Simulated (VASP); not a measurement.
# As (R-3m) in VASP: a series of runs

The runs below take As through single point, with r2SCAN.

Program: VASP 6.6.1. These are calculated values, not measurements. Logs are shortened: lines on timing, memory, paths and dates and some standing lists are left out, and cuts for length are marked.

### 1 The cell of the first run

It takes space group R-3m (No. 166, trigonal). Conventional cell: a = 3.586 Å, b = 3.586 Å, c = 15.372 Å, α = 90.00°, β = 90.00°, γ = 120.00°. As (site symmetry 3m) has 3 As at 2.48 Å within 3.3 Å.

### 2 Single point, r2SCAN

Input file POSCAR:

```
As
1.0
    1.7931701198      1.0352872514      5.1241628588
   -1.7931701198      1.0352872514      5.1241628588
    0.0000000000     -2.0705745028      5.1241628588
As
2
Direct
    0.2111156731      0.2111156731      0.2111156731
    0.7888843269      0.7888843269      0.7888843269
```

Input file INCAR.step1:

```
  PREC = Accurate
  ENCUT = 520
  ISMEAR = 0
  SIGMA = 0.05
  LREAL = False
  LASPH = True
  NELM = 60
  NBANDS = 12
  GGA = PE
  ALGO = Normal
  EDIFF = 1E-4
  LWAVE = True
  LCHARG = False
```

Input file INCAR.step2:

```
  PREC = Accurate
  ENCUT = 520
  EDIFF = 1E-6
  ISMEAR = 0
  SIGMA = 0.05
  LREAL = False
  LASPH = True
  NELM = 60
  ALGO = Normal
  ISIF = 2
  LWAVE = False
  LCHARG = False
  METAGGA = R2SCAN
  LMIXTAU = True
  NBANDS = 12
  ISTART = 1
```

Input file KPOINTS:

```
regular mesh
0
Gamma
  14 14 14
```

Potentials or basis: VASP PAW PBE potentials, release 64 (As).

Command:

```sh
> cat potpaw_PBE.64/As/POTCAR > POTCAR
> cp INCAR.step1 INCAR
> mpirun -np 1 vasp_std > vasp.out
> cp INCAR.step2 INCAR
> mpirun -np 1 vasp_std > vasp.out
```

OUTCAR:

```text
PREC = Accurate
   ENCUT = 520
   EDIFF = 1E-6
   ISMEAR = 0
   LREAL = False
   LASPH = True
   NELM = 60
   ISIF = 2
   METAGGA = R2SCAN
   ISTART = 1

 ion  position               nearest neighbor table
   1  0.211  0.211  0.211-   2 2.48   2 2.48   2 2.48
   2  0.789  0.789  0.789-   1 2.48   1 2.48   1 2.48

  LATTYP: Found a trigonal (rhomboedric) cell.
 ALAT       =     5.5266919378
 COS(alpha) =     0.7894561947

  Lattice vectors:

 A1 = (   1.7931701198,   1.0352872514,   5.1241628588)
 A2 = (  -1.7931701198,   1.0352872514,   5.1241628588)
 A3 = (   0.0000000000,  -2.0705745028,   5.1241628588)

Analysis of symmetry for initial positions (statically):
=====================================================================
 Subroutine PRICEL returns:
 Original cell was already a primitive cell.

 Routine SETGRP: Setting up the symmetry group for a
 trigonal (rhombohedral) supercell.

 Subroutine GETGRP returns: Found 12 space group operations
 (whereof 12 operations were pure point group operations)
 out of a pool of 12 trial point group operations.

The static configuration has the point symmetry D_3d.

Analysis of symmetry for dynamics (positions and initial velocities):
=====================================================================
 Subroutine PRICEL returns:
 Original cell was already a primitive cell.

 Routine SETGRP: Setting up the symmetry group for a
 trigonal (rhombohedral) supercell.

 Subroutine GETGRP returns: Found 12 space group operations
 (whereof 12 operations were pure point group operations)
 out of a pool of 12 trial point group operations.

The dynamic configuration has the point symmetry D_3d.

 Subroutine INISYM returns: Found 12 space group operations
 (whereof 12 operations are pure point group operations),
 and found     1 'primitive' translations

----------------------------------------------------------------------------------------

                                     Primitive cell

  volume of cell :      57.0764

  direct lattice vectors                    reciprocal lattice vectors
     1.793170120  1.035287251  5.124162859     0.278835786  0.160985916  0.065051276
    -1.793170120  1.035287251  5.124162859    -0.278835786  0.160985916  0.065051276
     0.000000000 -2.070574503  5.124162859     0.000000000 -0.321971832  0.065051276

  length of vectors
     5.526691938  5.526691938  5.526691938     0.328477593  0.328477593  0.328477593

  position of ions in fractional coordinates (direct lattice)
     0.211115673  0.211115673  0.211115673
     0.788884327  0.788884327  0.788884327

  ion indices of the primitive-cell ions
   primitive index   ion index
                 1           1
                 2           2

----------------------------------------------------------------------------------------

 KPOINTS: regular mesh

Automatic generation of k-mesh.
 Grid dimensions read from file:
 generate k-points for:   14   14   14

 Generating k-lattice:

  Cartesian coordinates                     Fractional coordinates (reciprocal lattice)
     0.019916842  0.011498994  0.004646520     0.071428571 -0.000000000 -0.000000000
    -0.019916842  0.011498994  0.004646520    -0.000000000  0.071428571 -0.000000000
     0.000000000 -0.022997988  0.004646520    -0.000000000 -0.000000000  0.071428571

  Length of vectors
     0.023462685  0.023462685  0.023462685

  Shift w.r.t. Gamma in fractional coordinates (k-lattice)
     0.000000000  0.000000000  0.000000000

 Subroutine IBZKPT returns following result:
 ===========================================

 Found    288 irreducible k-points:

 Following reciprocal coordinates:
            Coordinates               Weight
  0.000000  0.000000  0.000000      1.000000
  0.071429 -0.000000  0.000000      6.000000
  0.142857 -0.000000  0.000000      6.000000
  0.214286 -0.000000  0.000000      6.000000
  0.285714 -0.000000 -0.000000      6.000000
  0.357143 -0.000000  0.000000      6.000000
[... 16 lines left out ...]
  0.214286  0.142857  0.000000     12.000000
  0.285714  0.142857  0.000000     12.000000
 [... further k-points ...]
   k-points           NKPTS =    288   k-points in BZ     NKDIM =    288   number of bands    NBANDS=     12
   number of dos      NEDOS =    301   number of ions     NIONS =      2
   total plane-waves  NPLWV =  74088
   dimension x,y,z NGX =    42 NGY =   42 NGZ =   42
   dimension x,y,z NGXF=    84 NGYF=   84 NGZF=   84
   ions per type =               2
   NGX,Y,Z   is equivalent  to a cutoff of  12.63, 12.63, 12.63 a.u.
   NGXF,Y,Z  is equivalent  to a cutoff of  25.27, 25.27, 25.27 a.u.
 SYSTEM =  unknown system
   PREC   = accura    normal or accurate (medium, high low for compatibility)
   ISTART =      1    job   : 0-new  1-cont  2-samecut
   ICHARG =      0    charge: 1-file 2-atom 10-const
   ISPIN  =      1    spin polarized calculation?
   LNONCOLLINEAR =      F non collinear calculations
   LSORBIT =      F    spin-orbit coupling
   LASPH  =      T    aspherical Exc in radial PAW
   ENCUT  =  520.0 eV  38.22 Ry    6.18 a.u.  10.28 10.28 10.28*2*pi/ulx,y,z
   NELM   =     60;   NELMIN=  2; NELMDL=  0     # of ELM steps
   EDIFF  = 0.1E-05   stopping-criterion for ELM
   LREAL  =      F    real-space projection
   EDIFFG = 0.1E-04   stopping-criterion for IOM
   NSW    =      0    number of steps for IOM
   IBRION =     -1    ionic relax: 0-MD 1-quasi-New 2-CG
   NFREE  =      0    steps in history (QN), initial steepest desc. (CG)
   ISIF   =      2    stress and relaxation
   ISYM   =      2    0-nonsym 1-usesym 2-fastsym
   POTIM  = 0.5000    time-step for ionic-motion
   TEBEG  =    0.0;   TEEND  =   0.0 temperature during run
   PSTRESS=    0.0 pullay stress
   NELECT =      10.0000    total number of electrons
   NUPDOWN=      -1.0000    fix difference up-down
   EMIN   =  10.00;   EMAX   =-10.00  energy-range for DOS
   EFERMI =   0.00;   METHOD = LEGACY
   ISMEAR =     0;   SIGMA  =   0.05  broadening in eV -4-tet -1-fermi 0-gaus
   EFERMI_NEDOS =   21; number of points for ismear=-14 and -15
   IALGO  =     38    algorithm
   IMIX   =      4    mixing-type and parameters
     AMIX     =   0.40;   BMIX     =  1.00
     AMIX_MAG =   1.60;   BMIX_MAG =  1.00
  volume/ion in A,a.u.               =      28.54       192.59
  Fermi-wavevector in a.u.,A,eV,Ry     =   0.916057  1.731097 11.417479  0.839161
  Thomas-Fermi vector in A             =   2.040869
   LORBIT       =      0    0 simple, 1 ext, 2 COOP (PROOUT), +10 PAW based schemes
   METAGGA = R2SCAN    functional components
   LHFCALC =     F    Hartree Fock is set to
   AEXX    =    0.0000 exact exchange contribution
   IVDW    =     0    specifies the selected vdW correction
   LEPSILON=     F    determine dielectric tensor
   LRPA    =     F    only Hartree local field effects (RPA)
 non-spin polarized calculation
 Gauss-broadening in eV      SIGMA  =   0.05
  energy-cutoff  :      520.00
  volume of cell :       57.08
 maximum number of plane-waves:      1561
 NGX is ok and might be reduce to    42
   NGX = 21   NGY = 21   NGZ = 21

 number of electron      10.0000000 magnetization

 Free energy of the ion-electron system (eV)
  ---------------------------------------------------
  ext. energy  EPLUGINS =         0.00000000
  ---------------------------------------------------
  free energy    TOTEN  =       -29.41931277 eV

  energy without entropy =      -29.41931277  energy(sigma->0) =      -29.41931277

 E-fermi :   2.7921     XC(G=0):  -8.7854

 val. band max:        2.5452929123   @ k =   0.5000   0.5000   0.5000
 cond. band min:       3.1850655662   @ k =   0.3571  -0.0000   0.0000
 fundamental gap:      0.6397726539
 Fermi energy:         2.7921359174

 k-point     1 :       0.0000    0.0000    0.0000
  band No.  band energies     occupation
      1     -12.5129      2.00000
      2      -5.2428      2.00000
      3       0.2991      2.00000
      4       1.6317      2.00000
      5       1.6317      2.00000
      6       4.5158      0.00000
      7       5.5529      0.00000
      8       5.5529      0.00000
      9      11.0449      0.00000
     10      12.2329      0.00000
     11      12.2329      0.00000
     12      12.6556      0.00000

 k-point     2 :       0.0714   -0.0000    0.0000
  band No.  band energies     occupation
      1     -12.4399      2.00000
      2      -5.2463      2.00000
      3       0.3587      2.00000
      4       0.9928      2.00000
      5       1.4739      2.00000
      6       4.9357      0.00000
      7       5.5210      0.00000
      8       5.7110      0.00000
      9      10.7418      0.00000
     10      11.7950      0.00000
     11      12.1146      0.00000
     12      12.6818      0.00000

 k-point     3 :       0.1429   -0.0000    0.0000
  band No.  band energies     occupation
      1     -12.2222      2.00000
      2      -5.2880      2.00000
      3      -0.1492      2.00000
      4       0.5409      2.00000
      5       1.0963      2.00000
      6       4.5609      0.00000
      7       6.0508      0.00000
      8       6.3224      0.00000
      9       9.9233      0.00000
     10      11.3730      0.00000
     11      12.0556      0.00000
     12      12.9557      0.00000

 k-point     4 :       0.2143   -0.0000    0.0000
  band No.  band energies     occupation
      1     -11.8649      2.00000
      2      -5.4701      2.00000
      3      -1.1370      2.00000
      4       0.6556      2.00000
      5       0.7842      2.00000
      6       3.9049      0.00000
      7       6.3376      0.00000
      8       6.6113      0.00000
      9       9.6895      0.00000
     10      10.9722      0.00000
     11      12.3891      0.00000
     12      13.7023      0.00000

 k-point     5 :       0.2857   -0.0000   -0.0000
  band No.  band energies     occupation
      1     -11.3791      2.00000
      2      -5.9286      2.00000
      3      -1.7130      2.00000
      4       0.2535      2.00000
      5       0.9934      2.00000
      6       3.3653      0.00000
      7       6.0658      0.00000
      8       6.4588      0.00000
      9       9.4821      0.00000
     10      11.6851      0.00000
     11      13.2110      0.00000
     12      13.4824      0.00000
[... 228 lines left out ...]
      1     -12.2958      2.00000
      2      -5.2561      2.00000
      3       0.2085      2.00000
      4       0.4446      2.00000
      5       1.1260      2.00000
      6       5.1380      0.00000
      7       5.3500      0.00000
      8       6.3257      0.00000
      9      10.0798      0.00000
     10      11.5998      0.00000
     11      12.1869      0.00000
     12      12.6924      0.00000

 k-point    22 :       0.1429    0.1429    0.0000
  band No.  band energies     occupation
      1     -12.2176      2.00000
      2      -5.3247      2.00000
      3      -0.1995      2.00000
      4       0.6808      2.00000
      5       1.0740      2.00000
      6       4.6106      0.00000
      7       6.1217      0.00000
      8       6.1736      0.00000
      9       9.9719      0.00000
     10      11.7431      0.00000
     11      12.2322      0.00000
     12      12.4092      0.00000

 k-point    23 :       0.2143    0.1429    0.0000
  band No.  band energies     occupation
      1     -12.0001      2.00000
      2      -5.4176      2.00000
      3      -0.8127      2.00000
      4       0.5760      2.00000
      5       0.8551      2.00000
      6       4.6191      0.00000
      7       5.8134      0.00000
      8       6.7679      0.00000
      9       9.5767      0.00000
     10      11.6082      0.00000
     11      12.3043      0.00000
     12      12.8301      0.00000

 k-point    24 :       0.2857    0.1429    0.0000
  band No.  band energies     occupation
      1     -11.6447      2.00000
      2      -5.6502      2.00000
      3      -1.3523      2.00000
      4      -0.1761      2.00000
      5       1.0536      2.00000
      6       4.6614      0.00000
      7       5.6779      0.00000
      8       6.9233      0.00000
      9       9.0966      0.00000
     10      11.6426      0.00000
     11      12.5787      0.00000
     12      13.4950      0.00000

 [... further k-points ...]
[... 5 lines left out ...]
  --------------------------------------------------------------------------------------
  -------------------------------------------------------------------------------------
  Total        0.0317520      0.0317520      0.0614358      0.0000000      0.0000000      0.0000000
  in kB        0.8913024      0.8913024      1.7245483      0.0000000      0.0000000      0.0000000
  external PRESSURE =       1.1690511 kB  Pullay stress =       0.0000000 kB

 VOLUME and BASIS-vectors are now :
 -----------------------------------------------------------------------------
  energy-cutoff  :      520.00
  volume of cell :       57.08
      direct lattice vectors                 reciprocal lattice vectors
     1.793170120  1.035287251  5.124162859     0.278835786  0.160985916  0.065051276
    -1.793170120  1.035287251  5.124162859    -0.278835786  0.160985916  0.065051276
     0.000000000 -2.070574503  5.124162859     0.000000000 -0.321971832  0.065051276

 POSITION                                       TOTAL-FORCE (eV/Angst)
 -----------------------------------------------------------------------------------
      0.00000      0.00000      3.24537         0.000000      0.000000      0.055264
      0.00000      0.00000     12.12712         0.000000     -0.000000     -0.055264
 -----------------------------------------------------------------------------------
    total drift:                                0.000000     -0.000000      0.000000

  FREE ENERGIE OF THE ION-ELECTRON SYSTEM (eV)
  ---------------------------------------------------
  free  energy   TOTEN  =       -29.4193127667 eV

  energy  without entropy=      -29.4193127667  energy(sigma->0) =      -29.41931277
```

Run time: 30 min. Hardware: 1 thread of Intel Xeon 8259CL, shared host; peak memory 0.4 GiB.

What came out:

| Property | Result |
| --- | --- |
| Free energy | -29.4193 eV |
| Pressure | 0.1 GPa |
| Largest force | 0.055 eV/Å |
| Band gap on the k mesh | 0.64 eV, indirect (least direct gap 1.28 eV) |

Forces in eV/Å, atoms in the order of the input:
```
As   0.000  0.000  0.055
As   0.000  0.000 -0.055
```

Stress tensor (GPa, compression positive):
```
0.09 0.00 0.00
0.00 0.09 0.00
0.00 0.00 0.17
```

Caveat: the PAW data sets were made with another functional, which shifts forces and pressure a little. A k mesh can miss the band edges.

### 3 Single point, r2SCAN

Input file POSCAR:

```
As
1.0
    1.7934943699      1.0354744572      5.1307083787
   -1.7934943699      1.0354744572      5.1307083787
    0.0000000000     -2.0709489145      5.1307083787
As
2
Direct
    0.2110424715      0.2110424715      0.2110424715
    0.7889575285      0.7889575285      0.7889575285
```

Input file INCAR.step1:

```
SYSTEM = As
  PREC = Accurate
  ENCUT = 520
  ISMEAR = 0
  SIGMA = 0.05
  LREAL = .False.
  LASPH = .True.
  NELM = 100
  NBANDS = 12
  GGA = PE
  ALGO = Normal
  EDIFF = 1E-4
  LWAVE = .True.
  LCHARG = .False.
```

Input file INCAR.step2:

```
SYSTEM = As
  PREC = Accurate
  ENCUT = 520
  EDIFF = 1E-7
  ISMEAR = 0
  SIGMA = 0.05
  LREAL = .False.
  LASPH = .True.
  NELM = 100
  ALGO = Normal
  ISIF = 2
  LWAVE = .False.
  LCHARG = .True.
  METAGGA = R2SCAN
  LMIXTAU = .True.
  LELF = .True.
  LVHAR = .True.
  NBANDS = 12
  ISTART = 1
```

Input file KPOINTS:

```
Automatic mesh
0
Gamma
  14 14 14
  0 0 0
```

Potentials or basis: VASP PAW PBE potentials, release 64 (As).

Command:

```sh
> cat potpaw_PBE.64/As/POTCAR > POTCAR
> cp INCAR.step1 INCAR
> mpirun -np 1 vasp_std > vasp.out
> cp INCAR.step2 INCAR
> mpirun -np 1 vasp_std > vasp.out
```

Run time: 33 min. Hardware: 1 thread of Intel Xeon 8259CL, shared host; peak memory 0.39 GiB.

Results (log left out):

| Item | Value |
| --- | --- |
| Free energy | -29.4193 eV |
| Pressure | 0.1 GPa |
| Largest force | 0.061 eV/Å |
| Band gap on the k mesh | 0.65 eV, indirect (least direct gap 1.28 eV) |

Forces in eV/Å, atoms in the order of the input:
```
As   0.000  0.000  0.061
As   0.000  0.000 -0.061
```

Stress tensor (GPa, compression positive):
```
0.07 0.00 0.00
0.00 0.07 0.00
0.00 0.00 0.19
```

Levels at points of the mesh, in eV from the valence-band top:
```tsv
k point	band 1	band 2	band 3	band 4	band 5	band 6	band 7	band 8	band 9	band 10
(0.00, 0.00, 0.00)	-15.05	-7.78	-2.23	-0.91	-0.91	1.97	3.01	3.01	8.49	9.69
(0.50, 0.00, 0.00)	-12.40	-10.36	-4.18	-2.86	-1.96	1.09	1.87	3.86	6.07	9.08
(0.50, 0.50, 0.00)	-12.40	-10.25	-4.48	-2.93	-2.79	1.76	3.77	4.38	6.44	9.03
(0.50, 0.50, 0.50)	-14.98	-8.44	-0.89	-0.89	0.00	1.28	2.87	2.87	6.60	9.17
```

Caveat: the PAW data sets were made with another functional, which shifts forces and pressure a little. r2SCAN opens gaps a little over a GGA but as a rule still falls short of measured ones.
